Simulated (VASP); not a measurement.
# BAs: single point with HSE06

Crystal: BAs.

```
CELL_PARAMETERS angstrom
0.00000 2.32011 2.32011
2.32011 0.00000 2.32011
2.32011 2.32011 0.00000
ATOMIC_POSITIONS crystal
B 0.00000 0.00000 0.00000
As 0.25000 0.25000 0.25000
```

This cell differs from its parent crystal: strain -3.0%.

```json
{
  "Program": "VASP 6.6.1",
  "Task": "single point",
  "Functional": "HSE06",
  "Potentials or basis": "VASP PAW PBE potentials, release 64 (B, As)",
  "Cutoff": "520 eV",
  "k mesh": "6 × 6 × 6",
  "Occupations": "gaussian, width 0.01 eV",
  "Spin": "no spin polarisation"
}
```

```json
{
 "Pressure": "14.5 GPa",
 "Band gap on the k mesh": "1.88 eV (least direct gap 4.24 eV)"
}
```

Levels at points of the mesh, in eV from the valence-band top:
```tsv
k point	band 1	band 2	band 3	band 4	band 5	band 6	band 7	band 8
(0.00, 0.00, 0.00)	-17.84	0.00	0.00	0.00	4.24	4.24	4.24	7.09
(0.50, 0.00, 0.00)	-14.29	-10.41	-2.15	-2.15	4.13	5.79	5.79	10.17
(0.50, 0.50, 0.00)	-12.64	-10.02	-4.87	-4.87	1.96	2.07	13.84	13.84
```

Wall time 6.5 min on 1 thread of AMD EPYC 7R13 Processor (Zen 3) (shared host), peak memory 0.22 GiB.

Caveat: the cell differs from its parent crystal (strain -3.0%); the cell stands under pressure; the PAW data sets were made with another functional, which shifts forces and pressure a little. A k mesh can miss the band edges.
